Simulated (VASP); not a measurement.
# NbTe (Pm-3m) in VASP: further runs

The runs below take NbTe through single point, relaxation of cell and atoms, with PBE.

Program: VASP 6.6.1. These are calculated values, not measurements. Logs are shortened: lines on timing, memory, paths and dates and some standing lists are left out, and cuts for length are marked.

**1. The cell of the first run**

The structure is cubic, space group Pm-3m (No. 221). Conventional cell: a = 3.431 Å, b = 3.431 Å, c = 3.431 Å, α = 90.00°, β = 90.00°, γ = 90.00°. Within 3.9 Å of Nb (site symmetry m-3m) lie 8 Te at 2.97 Å and 6 Nb at 3.43 Å. Te (site symmetry m-3m) has 8 Nb at 2.97 Å and 6 Te at 3.43 Å within 3.9 Å.

**2. Single point, PBE**

File INCAR:

```
PREC = Accurate ; ENCUT = 520
EDIFF = 1E-6 ; ISMEAR = 0
SIGMA = 0.1 ; LREAL = F
LASPH = T ; NELM = 100
ALGO = Normal ; ISIF = 2
LWAVE = F ; LCHARG = T
GGA = PE ; LELF = T
LVHAR = T ; NBANDS = 16
```

File KPOINTS:

```
Automatic mesh
0
Gamma
  6 6 6
```

File POSCAR:

```
NbTe
1.0
    3.4305665190      0.0000000000      0.0000000000
    0.0000000000      3.4305665190      0.0000000000
    0.0000000000      0.0000000000      3.4305665190
Nb Te
1 1
Direct
    0.5000000000      0.5000000000      0.5000000000
    0.0000000000      0.0000000000      0.0000000000
```

Potentials or basis: VASP PAW PBE potentials, release 64 (Nb_sv, Te).

Launch:

```
$ cat potpaw_PBE.64/Nb_sv/POTCAR potpaw_PBE.64/Te/POTCAR > POTCAR
$ mpirun -np 1 vasp_std > vasp.out
```

OUTCAR:

```text
PREC = Accurate
   ENCUT = 520
   EDIFF = 1E-6
   ISMEAR = 0
   LREAL = F
   LASPH = T
   NELM = 100
   ISIF = 2
   GGA = PE

 ion  position               nearest neighbor table
   1  0.500  0.500  0.500-   2 2.97   2 2.97   2 2.97   2 2.97   2 2.97   2 2.97   2 2.97   2 2.97

   2  0.000  0.000  0.000-   1 2.97   1 2.97   1 2.97   1 2.97   1 2.97   1 2.97   1 2.97   1 2.97

  LATTYP: Found a simple cubic cell.
 ALAT       =     3.4305665190

  Lattice vectors:

 A1 = (   3.4305665190,   0.0000000000,   0.0000000000)
 A2 = (   0.0000000000,   3.4305665190,   0.0000000000)
 A3 = (   0.0000000000,   0.0000000000,   3.4305665190)

Analysis of symmetry for initial positions (statically):
=====================================================================
 Subroutine PRICEL returns:
 Original cell was already a primitive cell.

 Routine SETGRP: Setting up the symmetry group for a
 simple cubic supercell.

 Subroutine GETGRP returns: Found 48 space group operations
 (whereof 48 operations were pure point group operations)
 out of a pool of 48 trial point group operations.

The static configuration has the point symmetry O_h .

Analysis of symmetry for dynamics (positions and initial velocities):
=====================================================================
 Subroutine PRICEL returns:
 Original cell was already a primitive cell.

 Routine SETGRP: Setting up the symmetry group for a
 simple cubic supercell.

 Subroutine GETGRP returns: Found 48 space group operations
 (whereof 48 operations were pure point group operations)
 out of a pool of 48 trial point group operations.

The dynamic configuration has the point symmetry O_h .

 Subroutine INISYM returns: Found 48 space group operations
 (whereof 48 operations are pure point group operations),
 and found     1 'primitive' translations

----------------------------------------------------------------------------------------

                                     Primitive cell

  volume of cell :      40.3736

  direct lattice vectors                    reciprocal lattice vectors
     3.430566519  0.000000000  0.000000000     0.291497044  0.000000000  0.000000000
     0.000000000  3.430566519  0.000000000     0.000000000  0.291497044  0.000000000
     0.000000000  0.000000000  3.430566519     0.000000000  0.000000000  0.291497044

  length of vectors
     3.430566519  3.430566519  3.430566519     0.291497044  0.291497044  0.291497044

  position of ions in fractional coordinates (direct lattice)
     0.500000000  0.500000000  0.500000000
     0.000000000  0.000000000  0.000000000

  ion indices of the primitive-cell ions
   primitive index   ion index
                 1           1
                 2           2

----------------------------------------------------------------------------------------

 KPOINTS: Automatic mesh

Automatic generation of k-mesh.
 Grid dimensions read from file:
 generate k-points for:    6    6    6

 Generating k-lattice:

  Cartesian coordinates                     Fractional coordinates (reciprocal lattice)
     0.048582841  0.000000000  0.000000000     0.166666667  0.000000000  0.000000000
     0.000000000  0.048582841  0.000000000     0.000000000  0.166666667  0.000000000
     0.000000000  0.000000000  0.048582841     0.000000000  0.000000000  0.166666667

  Length of vectors
     0.048582841  0.048582841  0.048582841

  Shift w.r.t. Gamma in fractional coordinates (k-lattice)
     0.000000000  0.000000000  0.000000000

 Subroutine IBZKPT returns following result:
 ===========================================

 Found     20 irreducible k-points:

 Following reciprocal coordinates:
            Coordinates               Weight
  0.000000  0.000000  0.000000      1.000000
  0.166667  0.000000  0.000000      6.000000
  0.333333  0.000000  0.000000      6.000000
  0.500000  0.000000  0.000000      3.000000
  0.166667  0.166667  0.000000     12.000000
  0.333333  0.166667  0.000000     24.000000
[... 12 lines left out ...]
  0.500000  0.500000  0.333333      6.000000
  0.500000  0.500000  0.500000      1.000000
   k-points           NKPTS =     20   k-points in BZ     NKDIM =     20   number of bands    NBANDS=     16
   number of dos      NEDOS =    301   number of ions     NIONS =      2
   total plane-waves  NPLWV =  21952
   dimension x,y,z NGX =    28 NGY =   28 NGZ =   28
   dimension x,y,z NGXF=    56 NGYF=   56 NGZF=   56
   ions per type =               1   1
   NGX,Y,Z   is equivalent  to a cutoff of  13.57, 13.57, 13.57 a.u.
   NGXF,Y,Z  is equivalent  to a cutoff of  27.14, 27.14, 27.14 a.u.
 SYSTEM =  unknown system
   PREC   = accura    normal or accurate (medium, high low for compatibility)
   ISTART =      0    job   : 0-new  1-cont  2-samecut
   ICHARG =      2    charge: 1-file 2-atom 10-const
   ISPIN  =      1    spin polarized calculation?
   LNONCOLLINEAR =      F non collinear calculations
   LSORBIT =      F    spin-orbit coupling
   LASPH  =      T    aspherical Exc in radial PAW
   ENCUT  =  520.0 eV  38.22 Ry    6.18 a.u.   6.38  6.38  6.38*2*pi/ulx,y,z
   NELM   =    100;   NELMIN=  2; NELMDL= -5     # of ELM steps
   EDIFF  = 0.1E-05   stopping-criterion for ELM
   LREAL  =      F    real-space projection
   EDIFFG = 0.1E-04   stopping-criterion for IOM
   NSW    =      0    number of steps for IOM
   IBRION =     -1    ionic relax: 0-MD 1-quasi-New 2-CG
   NFREE  =      0    steps in history (QN), initial steepest desc. (CG)
   ISIF   =      2    stress and relaxation
   ISYM   =      2    0-nonsym 1-usesym 2-fastsym
   POTIM  = 0.5000    time-step for ionic-motion
   TEBEG  =    0.0;   TEEND  =   0.0 temperature during run
   PSTRESS=    0.0 pullay stress
   NELECT =      19.0000    total number of electrons
   NUPDOWN=      -1.0000    fix difference up-down
   EMIN   =  10.00;   EMAX   =-10.00  energy-range for DOS
   EFERMI =   0.00;   METHOD = LEGACY
   ISMEAR =     0;   SIGMA  =   0.10  broadening in eV -4-tet -1-fermi 0-gaus
   EFERMI_NEDOS =   21; number of points for ismear=-14 and -15
   IALGO  =     38    algorithm
   IMIX   =      4    mixing-type and parameters
     AMIX     =   0.40;   BMIX     =  1.00
     AMIX_MAG =   1.60;   BMIX_MAG =  1.00
  volume/ion in A,a.u.               =      20.19       136.23
  Fermi-wavevector in a.u.,A,eV,Ry     =   1.273386  2.406351 22.062021  1.621513
  Thomas-Fermi vector in A             =   2.406213
   LORBIT       =      0    0 simple, 1 ext, 2 COOP (PROOUT), +10 PAW based schemes
   GGA     = PE    functional components
   LHFCALC =     F    Hartree Fock is set to
   AEXX    =    0.0000 exact exchange contribution
   IVDW    =     0    specifies the selected vdW correction
   LEPSILON=     F    determine dielectric tensor
   LRPA    =     F    only Hartree local field effects (RPA)
 non-spin polarized calculation
 Gauss-broadening in eV      SIGMA  =   0.10
  energy-cutoff  :      520.00
  volume of cell :       40.37
 maximum number of plane-waves:      1108
 NGX is ok and might be reduce to    28
   NGX = 13   NGY = 13   NGZ = 13

 number of electron      18.9999999 magnetization

 Free energy of the ion-electron system (eV)
  ---------------------------------------------------
  ext. energy  EPLUGINS =         0.00000000
  ---------------------------------------------------
  free energy    TOTEN  =       -13.46048998 eV

  energy without entropy =      -13.43522941  energy(sigma->0) =      -13.44785969

 E-fermi :  11.9615     XC(G=0): -11.7918

 val. band max:       11.9477780075   @ k =   0.5000   0.3333   0.0000
 cond. band min:      12.0122324094   @ k =   0.5000   0.3333   0.3333
 fundamental gap:      0.0644544019
 Fermi energy:        11.9614718231

 k-point     1 :       0.0000    0.0000    0.0000
  band No.  band energies     occupation
      1     -43.2963      2.00000
      2     -19.3048      2.00000
      3     -19.3048      2.00000
      4     -19.3048      2.00000
      5      -2.3561      2.00000
      6       9.3607      2.00000
[... 8 lines left out ...]
     15      20.1421      0.00000
     16      20.1421      0.00000

 k-point     2 :       0.1667    0.0000    0.0000
  band No.  band energies     occupation
      1     -43.2933      2.00000
      2     -19.3545      2.00000
      3     -19.2997      2.00000
      4     -19.2997      2.00000
      5      -2.0324      2.00000
      6       7.8006      2.00000
[... 8 lines left out ...]
     15      18.9081      0.00000
     16      21.1601      0.00000

 k-point     3 :       0.3333    0.0000    0.0000
  band No.  band energies     occupation
      1     -43.2872      2.00000
      2     -19.4523      2.00000
      3     -19.2893      2.00000
      4     -19.2893      2.00000
      5      -1.2141      2.00000
      6       5.3855      2.00000
[... 8 lines left out ...]
     15      17.6335      0.00000
     16      21.0075      0.00000

 k-point     4 :       0.5000    0.0000    0.0000
  band No.  band energies     occupation
      1     -43.2842      2.00000
      2     -19.5005      2.00000
      3     -19.2841      2.00000
      4     -19.2841      2.00000
      5      -0.6342      2.00000
      6       4.2103      2.00000
[... 8 lines left out ...]
     15      17.3953      0.00000
     16      19.3138      0.00000
[... 248 lines left out ...]
 k-point    18 :       0.5000    0.3333    0.3333
  band No.  band energies     occupation
      1     -43.2667      2.00000
      2     -19.4518      2.00000
      3     -19.4050      2.00000
      4     -19.3988      2.00000
      5       0.6403      2.00000
      6       5.7947      2.00000
[... 8 lines left out ...]
     15      17.2442      0.00000
     16      18.4511      0.00000

 k-point    19 :       0.5000    0.5000    0.3333
  band No.  band energies     occupation
      1     -43.2639      2.00000
      2     -19.4441      2.00000
      3     -19.4441      2.00000
      4     -19.3954      2.00000
      5       1.0566      2.00000
      6       5.7906      2.00000
[... 8 lines left out ...]
     15      17.9060      0.00000
     16      17.9060      0.00000

 k-point    20 :       0.5000    0.5000    0.5000
  band No.  band energies     occupation
      1     -43.2611      2.00000
      2     -19.4366      2.00000
      3     -19.4366      2.00000
      4     -19.4366      2.00000
      5       1.6888      2.00000
      6       5.5969      2.00000
[... 8 lines left out ...]
     15      16.7829      0.00000
     16      16.7829      0.00000

------------------------ aborting loop because EDIFF is reached ----------------------------------------

  FORCE on cell =-STRESS in cart. coord.  units (eV):
  Direction    XX          YY          ZZ          XY          YZ          ZX
  --------------------------------------------------------------------------------------
  -------------------------------------------------------------------------------------
  Total       -0.1427245     -0.1427245     -0.1427245     -0.0000000     -0.0000000      0.0000000
  in kB       -5.6638484     -5.6638484     -5.6638484     -0.0000000     -0.0000000      0.0000000
  external PRESSURE =      -5.6638484 kB  Pullay stress =       0.0000000 kB

 VOLUME and BASIS-vectors are now :
 -----------------------------------------------------------------------------
  energy-cutoff  :      520.00
  volume of cell :       40.37
      direct lattice vectors                 reciprocal lattice vectors
     3.430566519  0.000000000  0.000000000     0.291497044  0.000000000  0.000000000
     0.000000000  3.430566519  0.000000000     0.000000000  0.291497044  0.000000000
     0.000000000  0.000000000  3.430566519     0.000000000  0.000000000  0.291497044

 POSITION                                       TOTAL-FORCE (eV/Angst)
 -----------------------------------------------------------------------------------
      1.71528      1.71528      1.71528         0.000000      0.000000      0.000000
      0.00000      0.00000      0.00000         0.000000      0.000000      0.000000
 -----------------------------------------------------------------------------------
    total drift:                                0.000000      0.000000      0.000000

  FREE ENERGIE OF THE ION-ELECTRON SYSTEM (eV)
  ---------------------------------------------------
  free  energy   TOTEN  =       -13.4604899767 eV

  energy  without entropy=      -13.4352294073  energy(sigma->0) =      -13.44785969
```

Wall time 28 s (1 thread of AMD EPYC 7R13, shared host); peak memory 0.13 GiB.

What came out:

```yaml
Free_energy: -13.4605 eV
Pressure: -0.6 GPa
```

Caveat: spin-orbit coupling is left out, which moves the levels of the heavy elements.

**3. Single point, PBE**

This run uses another cell than the first one, of 25.36 Å³/atom, 1.256 times its volume.

File INCAR:

```
SYSTEM = NbTe
  ALGO = Normal
  EDIFF = 1E-6
  ENCUT = 520
  GGA = PE
  ISIF = 2
  ISMEAR = 0
  LASPH = .TRUE.
  LCHARG = .FALSE.
  LREAL = .FALSE.
  LWAVE = .FALSE.
  NBANDS = 16
  NELM = 100
  PREC = Accurate
  SIGMA = 0.1
```

File KPOINTS:

```
k-points
0
G
  6 6 6
  0 0 0
```

File POSCAR:

```
NbTe
1.0
    3.7014677400      0.0000000000      0.0000000000
    0.0000000000      3.7014677400      0.0000000000
    0.0000000000      0.0000000000      3.7014677400
Nb Te
1 1
Direct
    0.5000000000      0.5000000000      0.5000000000
    0.0000000000      0.0000000000      0.0000000000
```

Potentials or basis: VASP PAW PBE potentials, release 64 (Nb_sv, Te).

Launch:

```
$ cat potpaw_PBE.64/Nb_sv/POTCAR potpaw_PBE.64/Te/POTCAR > POTCAR
$ mpirun -np 1 vasp_std > vasp.out
```

OUTCAR:

```text
SYSTEM = NbTe
   EDIFF = 1E-6
   ENCUT = 520
   GGA = PE
   ISIF = 2
   ISMEAR = 0
   LASPH = .TRUE.
   LREAL = .FALSE.
   NELM = 100
   PREC = Accurate

 ion  position               nearest neighbor table
   1  0.500  0.500  0.500-   2 3.21   2 3.21   2 3.21   2 3.21   2 3.21   2 3.21   2 3.21   2 3.21

   2  0.000  0.000  0.000-   1 3.21   1 3.21   1 3.21   1 3.21   1 3.21   1 3.21   1 3.21   1 3.21

  LATTYP: Found a simple cubic cell.
 ALAT       =     3.7014677400

  Lattice vectors:

[... 561 lines left out ...]
------------------------ aborting loop because EDIFF is reached ----------------------------------------

  FORCE on cell =-STRESS in cart. coord.  units (eV):
  Direction    XX          YY          ZZ          XY          YZ          ZX
  --------------------------------------------------------------------------------------
  -------------------------------------------------------------------------------------
  Total       -5.6029689     -5.6029689     -5.6029689     -0.0000000     -0.0000000      0.0000000
  in kB     -177.0137026   -177.0137026   -177.0137026     -0.0000000     -0.0000000      0.0000000
  external PRESSURE =    -177.0137026 kB  Pullay stress =       0.0000000 kB

 VOLUME and BASIS-vectors are now :
 -----------------------------------------------------------------------------
  energy-cutoff  :      520.00
  volume of cell :       50.71
      direct lattice vectors                 reciprocal lattice vectors
     3.701467740  0.000000000  0.000000000     0.270163100  0.000000000  0.000000000
     0.000000000  3.701467740  0.000000000     0.000000000  0.270163100  0.000000000
     0.000000000  0.000000000  3.701467740     0.000000000  0.000000000  0.270163100

 POSITION                                       TOTAL-FORCE (eV/Angst)
 -----------------------------------------------------------------------------------
      1.85073      1.85073      1.85073         0.000000      0.000000      0.000000
      0.00000      0.00000      0.00000         0.000000      0.000000      0.000000
 -----------------------------------------------------------------------------------
    total drift:                                0.000000      0.000000      0.000000

  FREE ENERGIE OF THE ION-ELECTRON SYSTEM (eV)
  ---------------------------------------------------
  free  energy   TOTEN  =       -12.7312133660 eV

  energy  without entropy=      -12.6935322404  energy(sigma->0) =      -12.71237280
```

OSZICAR:

```text
N       E                     dE             d eps       ncg     rms          rms(c)
DAV:   1     0.148123516689E+03    0.14812E+03   -0.92070E+03   640   0.105E+03
DAV:   2    -0.325937763211E+01   -0.15138E+03   -0.14756E+03   832   0.367E+02
DAV:   3    -0.132309668371E+02   -0.99716E+01   -0.98485E+01  1216   0.661E+01
DAV:   4    -0.134734497921E+02   -0.24248E+00   -0.24210E+00   712   0.979E+00
DAV:   5    -0.134846069845E+02   -0.11157E-01   -0.11156E-01  1072   0.199E+00    0.636E+00
DAV:   6    -0.127964890188E+02    0.68812E+00   -0.30426E+00   880   0.125E+01    0.315E+00
DAV:   7    -0.127413584571E+02    0.55131E-01   -0.19056E-01   848   0.349E+00    0.169E+00
DAV:   8    -0.127311028511E+02    0.10256E-01   -0.55477E-02   816   0.152E+00    0.474E-01
DAV:   9    -0.127312063949E+02   -0.10354E-03   -0.20918E-03  1016   0.398E-01    0.397E-01
DAV:  10    -0.127312425000E+02   -0.36105E-04   -0.89649E-04   744   0.287E-01    0.838E-02
DAV:  11    -0.127312131911E+02    0.29309E-04   -0.74573E-05   808   0.893E-02    0.113E-02
DAV:  12    -0.127312133660E+02   -0.17492E-06   -0.30004E-06   824   0.183E-02
   1 F= -.12731213E+02 E0= -.12712373E+02  d E =-.376811E-01
```

stdout:

```text
POSCAR found type information on POSCAR NbTe
 POSCAR found :  2 types and       2 ions
 scaLAPACK will be used
 LDA part: xc-table for (Slater+PW92), standard interpolation
 POSCAR, INCAR and KPOINTS ok, starting setup
 FFT: planning ... GRIDC
 FFT: planning ... GRID_SOFT
 FFT: planning ... GRID
 WAVECAR not read
 entering main loop
```

Wall time 30 s (1 thread of AMD EPYC 7R13, shared host); peak memory 0.13 GiB.

What came out:

* Free energy: -12.7312 eV
* Pressure: -17.7 GPa

Levels at points of the mesh, in eV from the Fermi level:
```tsv
k point	band 6	band 7	band 8	band 9	band 10	band 11	band 12	band 13
(0.00, 0.00, 0.00)	-1.85	-1.85	-1.30	-1.30	-1.30	0.72	0.72	0.72
(0.50, 0.00, 0.00)	-6.43	-2.31	-2.31	-1.31	0.85	1.50	3.17	3.17
(0.50, 0.50, 0.00)	-4.65	-4.65	-2.01	-0.22	-0.22	0.07	0.43	1.68
(0.50, 0.50, 0.50)	-5.08	-5.08	-5.08	1.74	1.74	1.85	1.85	1.85
```

Caveat: spin-orbit coupling is left out, which moves the levels of the heavy elements.

**4. Single point, PBE, collinear spin, ferromagnetic start**

File INCAR:

```
SYSTEM = NbTe
PREC = Accurate ; ENCUT = 520
EDIFF = 1E-6 ; ISMEAR = 0
SIGMA = 0.1 ; LREAL = .False.
LASPH = .True. ; NELM = 150
ALGO = Normal ; ISIF = 2
LWAVE = .False. ; LCHARG = .False.
ISPIN = 2 ; MAGMOM = 1 0
LORBIT = 11 ; LMAXMIX = 4
GGA = PE ; NBANDS = 20
```

File KPOINTS:

```
regular mesh
0
Gamma
  6 6 6
  0 0 0
```

File POSCAR:

```
NbTe
1.0
    3.4305665190      0.0000000000      0.0000000000
    0.0000000000      3.4305665190      0.0000000000
    0.0000000000      0.0000000000      3.4305665190
Nb Te
1 1
Direct
    0.5000000000      0.5000000000      0.5000000000
    0.0000000000      0.0000000000      0.0000000000
```

Launch:

```
$ cat potpaw_PBE.64/Nb_sv/POTCAR potpaw_PBE.64/Te/POTCAR > POTCAR
$ mpirun -np 1 vasp_std > vasp.out
```

Wall time 61 s (1 thread of AMD EPYC 7R13, shared host); peak memory 0.16 GiB.

Results (log left out):

```yaml
Free_energy: -13.4697 eV
Pressure: -0.1 GPa
Net_moment: 0.64 μB per cell
Site_moments: Nb +0.45; Te -0.02 μB
Valence_electrons_inside_the_program's_atomic_spheres: Nb 10.62; Te 3.44
```

Levels at points of the mesh, in eV from the Fermi level:
Spin up:
```
           k point  band 7  band 8  band 9  band 10  band 11  band 12  band 13  band 14
(0.00, 0.00, 0.00)   -2.80   -1.26   -1.26    -1.26     0.80     0.80     0.80     3.37
(0.50, 0.00, 0.00)   -2.93   -2.93   -2.07     0.95     2.07     4.46     4.61     4.61
(0.50, 0.50, 0.00)   -5.58   -2.77   -0.59    -0.59     0.56     0.98     2.28     3.84
(0.50, 0.50, 0.50)   -6.50   -6.50    1.91     1.91     1.91     2.39     2.39     4.61
```
Spin down:
```
           k point  band 7  band 8  band 9  band 10  band 11  band 12
(0.00, 0.00, 0.00)   -2.52   -1.20   -1.20    -1.20     1.25     1.25
(0.50, 0.00, 0.00)   -2.70   -2.70   -1.76     1.41     2.38     4.53
(0.50, 0.50, 0.00)   -5.51   -2.47   -0.17    -0.17     0.58     1.34
(0.50, 0.50, 0.50)   -6.35   -6.35    2.14     2.14     2.14     2.73
```

Caveat: spin-orbit coupling is left out, which moves the levels of the heavy elements.

(Continued in part 2 of 2.)
